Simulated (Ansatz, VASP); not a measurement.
Two plane-wave programs on TiSi2

Contents of INCAR:

```
SYSTEM = TiSi2
PREC = Accurate ; ENCUT = 520
EDIFF = 1E-6 ; ISMEAR = 0
SIGMA = 0.15 ; LREAL = .FALSE.
LASPH = .TRUE. ; NELM = 100
ALGO = Normal ; ISIF = 2
LWAVE = .FALSE. ; LCHARG = .FALSE.
NBANDS = 17
```

The input KPOINTS:

```
regular mesh
0
G
  18 18 18
  0 0 0
```

File POSCAR:

```
TiSi2
1.0
   -1.4410529458      1.6701060708      4.1004087654
    1.4410529458     -1.6701060708      4.1004087654
    1.4410529458      1.6701060708     -4.1004087654
Ti Si
1 2
Direct
    0.0000000000      0.0000000000      0.0000000000
    0.3128021428      0.3128021428      0.0000000000
    0.6871978572      0.6871978572      0.0000000000
```

Input for Ansatz:

```yaml
crystal:
  lattice:
    - [-1.4410529458, 1.6701060708, 4.1004087654]
    - [1.4410529458, -1.6701060708, 4.1004087654]
    - [1.4410529458, 1.6701060708, -4.1004087654]
  atoms:
    - { symbol: Ti, position: [0.0, 0.0, 0.0] }
    - { symbol: Si, position: [0.3128021428, 0.3128021428, 0.0] }
    - { symbol: Si, position: [0.6871978572, 0.6871978572, 0.0] }
basis:
  ecutwfc: 520.0
kpoints:
  mp_grid: { grid: [18, 18, 18] }
hamiltonian:
  xc: lda
  pseudopotentials: { kind: paw, azcp: { folder: soft_1 } }
scf:
  occupations: { method: gaussian, width: 0.15 }
output:
  forces: true
  stress: true
  eigenvalues: true
```

Alike in both runs: task single point; functional LDA; k mesh 18 × 18 × 18; occupations gaussian, width 0.15 eV; no spin polarisation.

|  | VASP | Ansatz |
| --- | --- | --- |
| version | VASP 6.6.1 | Ansatz 0.2.0 |
| potentials or method | VASP PAW LDA potentials, release 64 (Ti_sv, Si), cutoff 520 eV | scalar-relativistic, plane waves, PAW |
| valence electrons in the cell | 20 | 20 |

VASP gave:

| Quantity | Value |
| --- | --- |
| gap on the k mesh at the Fermi level (eV) | none |
| pressure (GPa) | 6.6 |
| traceless stress, the component that is largest in VASP (GPa) | -3.60 |
| rms of the force components (eV/Å) | 0.765 |

Which values does Ansatz return?

gap on the k mesh at the Fermi level (eV): none; pressure (GPa): 6.5; traceless stress, the component that is largest in VASP (GPa): -3.61; rms of the force components (eV/Å): 0.765.

Ansatz warns that its potentials were made for another functional, while VASP's fit it. LDA's correlation is that of Perdew and Zunger in VASP and of Perdew and Wang (1992) in Ansatz. Atom by atom the forces differ by 0.001 eV/Å (rms over components). A gap of «none» marks a metal or a gap that the smearing closes.
